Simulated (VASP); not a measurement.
# Al2Cu: single point with PBEsol

Crystal: Al2Cu.

```xyz
3
Lattice="4.0867 0.0014 -0.0100 0.0014 4.1026 0.0178 -0.0071 0.0126 2.9085" Properties=species:S:1:pos:R:3 pbc="T T T"
Al    1.9123    0.0550    1.3819
Al    0.0851    2.0871    1.2508
Cu    0.1027    0.1450    0.0532
```

```yaml
Program: VASP 6.6.1
Task: single point
Functional: PBEsol
Potentials_or_basis: VASP PAW PBE potentials, release 64 (Al, Cu)
Cutoff: 520 eV
k_mesh: 1 × 1 × 1
Occupations: gaussian, width 0.1 eV
Spin: no spin polarisation
Dipole_correction: no
Further_INCAR_settings: ALGO = Normal; EDIFF = 1e-07; NBANDS = 16
```

| Item | Value |
| --- | --- |
| Pressure | 3.1 GPa |
| Largest force | 2.805 eV/Å |

Forces on the atoms (eV/Å):
```
Al   2.713 -0.067  0.712
Al  -1.144  0.907  0.990
Cu  -1.568 -0.840 -1.702
```

Stress tensor (GPa, compression positive):
```
 48.33  -0.72   2.98
 -0.72  53.29   1.04
  2.98   1.04 -92.28
```

Levels at points of the mesh, in eV from the Fermi level:
| k point | band 5 | band 6 | band 7 | band 8 | band 9 | band 10 | band 11 | band 12 | band 13 | band 14 |
| --- | --- | --- | --- | --- | --- | --- | --- | --- | --- | --- |
| (0.00, 0.00, 0.00) | -4.39 | -4.36 | -2.26 | -2.08 | 0.00 | 0.85 | 5.86 | 6.37 | 6.39 | 7.18 |

It used 4 s of CPU time on 1 thread of AMD EPYC 7R13 Processor (Zen 3), on a shared host.

Caveat: the k points lie up to 2.16 Å⁻¹ apart; the PAW data sets were made with another functional, which shifts forces and pressure a little.
